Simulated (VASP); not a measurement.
# Ir (I4/mmm) in VASP: single point with PBEsol

Aim: the single point of Ir with PBEsol.

All numbers are computed with VASP 6.6.1; they aren't measurements. Logs are shortened: lines on timing, memory, paths and dates and some standing lists are left out, and cuts for length are marked.

### 1 The cell of the first run

Symmetry: I4/mmm, No. 139, tetragonal system. The conventional cell has a = 2.932 Å, b = 2.932 Å, c = 3.532 Å, α = 90.00°, β = 90.00°, γ = 90.00°. Ir (site symmetry 4/mmm) has 14 Ir at 2.72 to 3.53 Å within 3.6 Å.

### 2 Single point, PBEsol (strain +0.080 along x and y, -0.080 along z)

Contents of INCAR:

```
SYSTEM = Ir
PREC = Accurate ; ENCUT = 560
EDIFF = 1E-6 ; ISMEAR = 0
SIGMA = 0.15 ; LREAL = .False.
LASPH = .True. ; NELM = 120
ALGO = Normal ; ISIF = 2
LWAVE = .False. ; LCHARG = .True.
GGA = PS ; LELF = .True.
LVHAR = .True. ; NBANDS = 14
GGA_COMPAT = .False.
```

Contents of KPOINTS:

```
regular mesh
0
Gamma
  22 22 22
  0 0 0
```

Contents of POSCAR:

```
Ir
1.0
    0.0000000000      2.0732760000      1.7661240000
    2.0732760000      0.0000000000      1.7661240000
    2.0732760000      2.0732760000      0.0000000000
Ir
1
Direct
    0.0000000000      0.0000000000      0.0000000000
```

Potentials or basis: VASP PAW PBE potentials, release 64 (Ir_sv_GW).

Command:

```
$ cat potpaw_PBE.64/Ir_sv_GW/POTCAR > POTCAR
$ mpirun -np 1 vasp_std > vasp.out
```

OUTCAR:

```text
SYSTEM = Ir
   PREC = Accurate
   ENCUT = 560
   EDIFF = 1E-6
   ISMEAR = 0
   LREAL = .False.
   LASPH = .True.
   NELM = 120
   ISIF = 2
   GGA = PS

 ion  position               nearest neighbor table
   1  0.000  0.000  0.000-

  LATTYP: Found a body centered tetragonal cell.
 ALAT       =     2.9320550377
 C/A-ratio  =     1.2047004420

  Lattice vectors:

 A1 = (   0.0000000000,  -2.0732760000,  -1.7661240000)
 A2 = (   0.0000000000,   2.0732760000,  -1.7661240000)
 A3 = (   2.0732760000,   0.0000000000,   1.7661240000)

Analysis of symmetry for initial positions (statically):
=====================================================================
 Subroutine PRICEL returns:
 Original cell was already a primitive cell.

 Routine SETGRP: Setting up the symmetry group for a
 body centered tetragonal supercell.

 Subroutine GETGRP returns: Found 16 space group operations
 (whereof 16 operations were pure point group operations)
 out of a pool of 16 trial point group operations.

The static configuration has the point symmetry D_4h.

Analysis of symmetry for dynamics (positions and initial velocities):
=====================================================================
 Subroutine PRICEL returns:
 Original cell was already a primitive cell.

 Routine SETGRP: Setting up the symmetry group for a
 body centered tetragonal supercell.

 Subroutine GETGRP returns: Found 16 space group operations
 (whereof 16 operations were pure point group operations)
 out of a pool of 16 trial point group operations.

The dynamic configuration has the point symmetry D_4h.

 Subroutine INISYM returns: Found 16 space group operations
 (whereof 16 operations are pure point group operations),
 and found     1 'primitive' translations

----------------------------------------------------------------------------------------

                                     Primitive cell

  volume of cell :      15.1833

  direct lattice vectors                    reciprocal lattice vectors
     0.000000000  2.073276000  1.766124000    -0.241164225  0.241164225  0.283105829
     2.073276000  0.000000000  1.766124000     0.241164225 -0.241164225  0.283105829
     2.073276000  2.073276000  0.000000000     0.241164225  0.241164225 -0.283105829

  length of vectors
     2.723539490  2.723539490  2.932055038     0.443248551  0.443248551  0.443248551

  position of ions in fractional coordinates (direct lattice)
     0.000000000  0.000000000  0.000000000

  ion indices of the primitive-cell ions
   primitive index   ion index
                 1           1

----------------------------------------------------------------------------------------

 KPOINTS: regular mesh

Automatic generation of k-mesh.
 Grid dimensions read from file:
 generate k-points for:   22   22   22

 Generating k-lattice:

  Cartesian coordinates                     Fractional coordinates (reciprocal lattice)
    -0.010962010  0.010962010  0.012868447     0.045454545 -0.000000000  0.000000000
     0.010962010 -0.010962010  0.012868447    -0.000000000  0.045454545  0.000000000
     0.010962010  0.010962010 -0.012868447     0.000000000  0.000000000  0.045454545

  Length of vectors
     0.020147661  0.020147661  0.020147661

  Shift w.r.t. Gamma in fractional coordinates (k-lattice)
     0.000000000  0.000000000  0.000000000

 Subroutine IBZKPT returns following result:
 ===========================================

 Found    834 irreducible k-points:

 Following reciprocal coordinates:
            Coordinates               Weight
  0.000000  0.000000  0.000000      1.000000
  0.045455  0.000000  0.000000      8.000000
  0.090909  0.000000  0.000000      8.000000
  0.136364  0.000000  0.000000      8.000000
  0.181818  0.000000  0.000000      8.000000
  0.227273  0.000000  0.000000      8.000000
[... 16 lines left out ...]
  0.500000  0.045455  0.000000      8.000000
 -0.454545  0.045455  0.000000      8.000000
 [... further k-points ...]
   k-points           NKPTS =    834   k-points in BZ     NKDIM =    834   number of bands    NBANDS=     14
   number of dos      NEDOS =    301   number of ions     NIONS =      1
   total plane-waves  NPLWV =  13824
   dimension x,y,z NGX =    24 NGY =   24 NGZ =   24
   dimension x,y,z NGXF=    48 NGYF=   48 NGZF=   48
   ions per type =               1
   NGX,Y,Z   is equivalent  to a cutoff of  14.65, 14.65, 13.61 a.u.
   NGXF,Y,Z  is equivalent  to a cutoff of  29.30, 29.30, 27.22 a.u.
 SYSTEM =  Ir
   PREC   = accura    normal or accurate (medium, high low for compatibility)
   ISTART =      0    job   : 0-new  1-cont  2-samecut
   ICHARG =      2    charge: 1-file 2-atom 10-const
   ISPIN  =      1    spin polarized calculation?
   LNONCOLLINEAR =      F non collinear calculations
   LSORBIT =      F    spin-orbit coupling
   LASPH  =      T    aspherical Exc in radial PAW
   ENCUT  =  560.0 eV  41.16 Ry    6.42 a.u.   5.26  5.26  5.66*2*pi/ulx,y,z
   NELM   =    120;   NELMIN=  2; NELMDL= -5     # of ELM steps
   EDIFF  = 0.1E-05   stopping-criterion for ELM
   LREAL  =      F    real-space projection
   EDIFFG = 0.1E-04   stopping-criterion for IOM
   NSW    =      0    number of steps for IOM
   IBRION =     -1    ionic relax: 0-MD 1-quasi-New 2-CG
   NFREE  =      0    steps in history (QN), initial steepest desc. (CG)
   ISIF   =      2    stress and relaxation
   ISYM   =      2    0-nonsym 1-usesym 2-fastsym
   POTIM  = 0.5000    time-step for ionic-motion
   TEBEG  =    0.0;   TEEND  =   0.0 temperature during run
   PSTRESS=    0.0 pullay stress
   NELECT =      17.0000    total number of electrons
   NUPDOWN=      -1.0000    fix difference up-down
   EMIN   =  10.00;   EMAX   =-10.00  energy-range for DOS
   EFERMI =   0.00;   METHOD = LEGACY
   ISMEAR =     0;   SIGMA  =   0.15  broadening in eV -4-tet -1-fermi 0-gaus
   EFERMI_NEDOS =   21; number of points for ismear=-14 and -15
   IALGO  =     38    algorithm
   IMIX   =      4    mixing-type and parameters
     AMIX     =   0.40;   BMIX     =  1.00
     AMIX_MAG =   1.60;   BMIX_MAG =  1.00
  volume/ion in A,a.u.               =      15.18       102.46
  Fermi-wavevector in a.u.,A,eV,Ry     =   1.699949  3.212439 39.318497  2.889828
  Thomas-Fermi vector in A             =   2.780173
   LORBIT       =      0    0 simple, 1 ext, 2 COOP (PROOUT), +10 PAW based schemes
   GGA     = PS    functional components
   LHFCALC =     F    Hartree Fock is set to
   AEXX    =    0.0000 exact exchange contribution
   IVDW    =     0    specifies the selected vdW correction
   LEPSILON=     F    determine dielectric tensor
   LRPA    =     F    only Hartree local field effects (RPA)
 non-spin polarized calculation
 Gauss-broadening in eV      SIGMA  =   0.15
  energy-cutoff  :      560.00
  volume of cell :       15.18
 maximum number of plane-waves:       471
 NGX is ok and might be reduce to    24
   NGX = 11   NGY = 11   NGZ = 11

 number of electron      17.0000000 magnetization

 Free energy of the ion-electron system (eV)
  ---------------------------------------------------
  ext. energy  EPLUGINS =         0.00000000
  ---------------------------------------------------
  free energy    TOTEN  =       -10.08559944 eV

  energy without entropy =      -10.07075991  energy(sigma->0) =      -10.07817967

 E-fermi :  11.3241     XC(G=0): -14.2473

 val. band max:       11.3230152605   @ k =   0.4091   0.0455   0.3182
 cond. band min:      11.3249251347   @ k =  -0.3636   0.0455   0.1364
 fundamental gap:      0.0019098742
 Fermi energy:        11.3241090397

 k-point     1 :       0.0000    0.0000    0.0000
  band No.  band energies     occupation
      1     -81.3652      2.00000
      2     -37.8563      2.00000
      3     -37.8563      2.00000
      4     -37.7313      2.00000
      5       0.9726      2.00000
      6       7.5444      2.00000
      7       7.5444      2.00000
      8       9.0896      2.00000
      9       9.1919      2.00000
     10      11.1769      1.83485
     11      25.6190      0.00000
     12      28.8223      0.00000
     13      28.8223      0.00000
     14      33.9213      0.00000

 k-point     2 :       0.0455    0.0000    0.0000
  band No.  band energies     occupation
      1     -81.3641      2.00000
      2     -37.8639      2.00000
      3     -37.8594      2.00000
      4     -37.7370      2.00000
      5       1.0598      2.00000
      6       7.5424      2.00000
      7       7.5770      2.00000
      8       9.0883      2.00000
      9       9.1768      2.00000
     10      11.1425      1.91306
     11      25.7587      0.00000
     12      28.7709      0.00000
     13      28.9574      0.00000
     14      33.4082      0.00000

 k-point     3 :       0.0909    0.0000    0.0000
  band No.  band energies     occupation
      1     -81.3610      2.00000
      2     -37.8892      2.00000
      3     -37.8687      2.00000
      4     -37.7505      2.00000
      5       1.3159      2.00000
      6       7.5290      2.00000
      7       7.6541      2.00000
      8       9.1080      2.00000
      9       9.1469      2.00000
     10      11.0506      1.99008
     11      26.1476      0.00000
     12      28.5016      0.00000
     13      29.3564      0.00000
     14      32.8144      0.00000
[... 324 lines left out ...]
 k-point    23 :       0.5000    0.0455    0.0000
  band No.  band energies     occupation
      1     -81.3154      2.00000
      2     -38.4262      2.00000
      3     -38.0179      2.00000
      4     -37.8089      2.00000
      5       4.0935      2.00000
      6       6.9653      2.00000
      7       8.8857      2.00000
      8      10.2742      2.00000
      9      12.2286      0.00000
     10      12.7780      0.00000
     11      18.1571      0.00000
     12      24.6531      0.00000
     13      28.6015      0.00000
     14      31.8229      0.00000

 k-point    24 :      -0.4545    0.0455    0.0000
  band No.  band energies     occupation
      1     -81.3162      2.00000
      2     -38.4186      2.00000
      3     -38.0141      2.00000
      4     -37.8101      2.00000
      5       4.0946      2.00000
      6       6.9770      2.00000
      7       8.8250      2.00000
      8      10.3072      2.00000
      9      12.0737      0.00000
     10      12.6154      0.00000
     11      18.4519      0.00000
     12      24.6997      0.00000
     13      28.9118      0.00000
     14      31.7498      0.00000

 [... further k-points ...]

------------------------ aborting loop because EDIFF is reached ----------------------------------------

  FORCE on cell =-STRESS in cart. coord.  units (eV):
  Direction    XX          YY          ZZ          XY          YZ          ZX
  --------------------------------------------------------------------------------------
  -------------------------------------------------------------------------------------
  Total       -3.3132298     -3.3132298      0.3751428      0.0000000     -0.0000000      0.0000000
  in kB     -349.6203570   -349.6203570     39.5860135      0.0000000     -0.0000000      0.0000000
  external PRESSURE =    -219.8849002 kB  Pullay stress =       0.0000000 kB

 VOLUME and BASIS-vectors are now :
 -----------------------------------------------------------------------------
  energy-cutoff  :      560.00
  volume of cell :       15.18
      direct lattice vectors                 reciprocal lattice vectors
     0.000000000  2.073276000  1.766124000    -0.241164225  0.241164225  0.283105829
     2.073276000  0.000000000  1.766124000     0.241164225 -0.241164225  0.283105829
     2.073276000  2.073276000  0.000000000     0.241164225  0.241164225 -0.283105829

 POSITION                                       TOTAL-FORCE (eV/Angst)
 -----------------------------------------------------------------------------------
      0.00000      0.00000      0.00000        -0.000000     -0.000000      0.000000
 -----------------------------------------------------------------------------------
    total drift:                                0.000000      0.000000     -0.000000

  FREE ENERGIE OF THE ION-ELECTRON SYSTEM (eV)
  ---------------------------------------------------
  free  energy   TOTEN  =       -10.0855994392 eV

  energy  without entropy=      -10.0707599091  energy(sigma->0) =      -10.07817967
```

Run time: 2.2 min. Hardware: 1 thread of Intel Xeon Platinum 8259CL at 2.50GHz (Skylake/Cascade Lake), shared host; peak memory 0.32 GiB.

What came out:

```
Free energy            : -10.0856 eV
Pressure               : -22.0 GPa
Band gap on the k mesh : zero (an odd number of electrons rules out a gap without spin polarisation)
```

Caveat: the cell differs from its parent crystal (strain +0.080 along x and y, -0.080 along z); the stress differs along the axes, from -35 to 4 GPa; the PAW data sets were made with another functional, which shifts forces and pressure a little; spin-orbit coupling is left out, which moves the levels of the heavy elements.
